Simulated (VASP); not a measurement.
The system is Sr4TmSi.

```
CELL_PARAMETERS angstrom
4.22493 0.00000 0.00000
0.00000 4.22493 0.00000
0.00000 0.00000 7.28224
ATOMIC_POSITIONS crystal
Sr 0.50000 0.00000 0.00000
Sr 0.00000 0.50000 0.00000
Sr 0.00000 0.00000 0.27700
Sr 0.00000 0.00000 0.72300
Tm 0.50000 0.50000 0.50000
Si 0.00000 0.00000 0.00000
```

The cell was generated, and may not be a known phase.

```yaml
Program: VASP 6.6.1
Task: relaxation of cell and atoms
Functional: PBE
Potentials_or_basis: VASP PAW PBE potentials, release 64 (Sr_sv, Tm_3, Si), 4f in core
Cutoff: 500 eV
k_mesh: 4 × 4 × 3
Occupations: gaussian, width 0.2 eV
Spin: no spin polarisation
```

At the start: pressure 68.2 GPa; volume 21.66 Å³/atom.

Question: Where does the relaxation end?

Answer: Over 16 steps the energy falls by 4318.5 meV/atom and the volume is 55.54 Å³/atom (+156.4 %); space group P4/mmm (No. 123, to 0.1 Å) before and after.

The path:
| step | energy change (eV) | largest force (eV/Å) | pressure (GPa) | volume (Å³) |
| --- | --- | --- | --- | --- |
| 1 | 0.0000 | 15.0033 | 68.19 | 129.99 |
| 2 | -23.2339 | 3.4610 | -0.57 | 390.80 |
| 3 | -24.0039 | 2.6070 | 3.86 | 276.24 |
| 4 | -24.0076 | 3.1145 | 1.32 | 319.40 |
| 5 | -24.0581 | 3.0241 | 1.77 | 309.54 |
| 6 | -24.9084 | 2.0002 | -0.02 | 340.44 |
| 7 | -25.2146 | 0.9429 | -1.85 | 395.83 |
| 8 | -25.2460 | 1.1553 | -1.50 | 381.57 |
| 9 | -25.6904 | 0.7644 | -0.98 | 356.96 |
| 10 | -25.8997 | 0.1801 | 0.35 | 326.87 |
| 11 | -25.9058 | 0.0598 | 0.03 | 332.38 |
| 12 | -25.9068 | 0.0030 | 0.11 | 330.99 |
| 13 | -25.9065 | 0.0381 | 0.16 | 330.02 |
| 14 | -25.9097 | 0.1166 | 0.06 | 331.88 |
| 15 | -25.9099 | 0.1005 | 0.08 | 331.51 |
| 16 | -25.9112 | 0.0397 | -0.02 | 333.24 |

Final structure:
```
CELL_PARAMETERS angstrom
5.86194 0.00000 0.00000
0.00000 5.86194 0.00000
0.00000 0.00000 9.69796
ATOMIC_POSITIONS crystal
Sr 0.50000 0.00000 0.00000
Sr 0.00000 0.50000 0.00000
Sr 0.00000 0.00000 0.31013
Sr 0.00000 0.00000 0.68987
Tm 0.50000 0.50000 0.50000
Si 0.00000 0.00000 0.00000
```

Caveat: the k points lie up to 0.27 Å⁻¹ apart in the final cell, too coarse for converged energies and pressures of a metal; the volume moved by over 15 % at a fixed basis, so the end points are rough; the relaxation stopped at a loose force limit of 0.08 eV/Å, so its end isn't a converged minimum.
